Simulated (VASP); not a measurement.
Input of a VASP 6.6.1 run:

Contents of INCAR:

```
SYSTEM = Cd7CuTe8
PREC     = Accurate       ! precision mode
ENCUT    = 520            ! plane-wave cutoff, eV
EDIFF    = 1E-7           ! SCF threshold, eV
ISMEAR   = 0              ! smearing method
SIGMA    = 0.05           ! smearing width, eV
LREAL    = Auto         
LASPH    = .TRUE.         ! aspherical terms in the spheres
NELM     = 150            ! most SCF steps
ALGO     = Normal         ! electronic algorithm
ISIF     = 2              ! what is computed and relaxed
LWAVE    = .FALSE.        ! write WAVECAR
LCHARG   = .FALSE.        ! write CHGCAR
ISPIN    = 2              ! spin polarisation
MAGMOM   = 0 0 0 0 0 0 0 0 0 0 0 0 0 0 0 0 ! initial moments
LORBIT   = 11             ! projections on sites
LMAXMIX  = 4              ! l up to which the mixer works
LDAU     = .TRUE.         ! DFT+U
LDAUTYPE = 2            
LDAUL    = 2 -1 -1        ! shell
LDAUU    = 5 0 0          ! U, eV
LDAUJ    = 0 0 0        
LDAUPRINT= 1            
GGA      = PS             ! functional
NBANDS   = 90             ! bands
KPAR     = 2            
NCORE    = 2
```

KPOINTS

```
Automatic mesh
0
G
  2 2 2
  0 0 0
```

POSCAR

```
Cd7CuTe8
1.0
    0.0000000000      6.4800000000      6.4800000000
    6.4800000000      0.0000000000      6.4800000000
    6.4800000000      6.4800000000      0.0000000000
Cu Cd Te
1 7 8
Direct
    0.9987812500      0.0010238022      0.0002877966
    0.0038592354      0.0062888115      0.4949747336
    0.0039000360      0.4957647800      0.0058930745
    0.0039500256      0.4959711922      0.4953867890
    0.4937818939      0.0064167673      0.0054873703
    0.4932772337      0.0061986997      0.4954857728
    0.4934389759      0.4958908207      0.0059763675
    0.4987716037      0.5012283060      0.5005055791
    0.1163188179      0.1184003620      0.1175792763
    0.1158463824      0.1185500585      0.6482091233
    0.1160506112      0.6489537120      0.1179800473
    0.1222243067      0.6265951832      0.6261478251
    0.6465525080      0.1184820350      0.1180504643
    0.6241733239      0.1246719030      0.6258398437
    0.6242273303      0.6267329736      0.1240198615
    0.6242646425      0.6265382849      0.6262409092
```

Potentials or basis: VASP PAW PBE potentials, release 64 (Cu, Cd, Te).

Run with:

```sh
$ cat potpaw_PBE.64/Cu/POTCAR potpaw_PBE.64/Cd/POTCAR potpaw_PBE.64/Te/POTCAR > POTCAR
$ mpirun -np 4 vasp_std > vasp.out
```

**Question.** What does it give for the largest force?

**Answer.** 0.048 eV/Å.

**Question.** Estimate the net moment.

**Answer.** 0.00 μB per cell.

Eigenvalues of the final occupation matrices:
```tsv
site	spin	trace	eigenvalues
site 1 d	1	4.71	0.94 0.94 0.94 0.95 0.95
site 1 d	2	4.71	0.94 0.94 0.94 0.95 0.95
```

Caveat: the k points lie up to 0.42 Å⁻¹ apart; no moment was typed at the start, so none could form; the PAW data sets were made with another functional, which shifts forces and pressure a little; spin-orbit coupling is left out, which moves the levels of the heavy elements; the U is typed as a test and isn't derived for this compound.
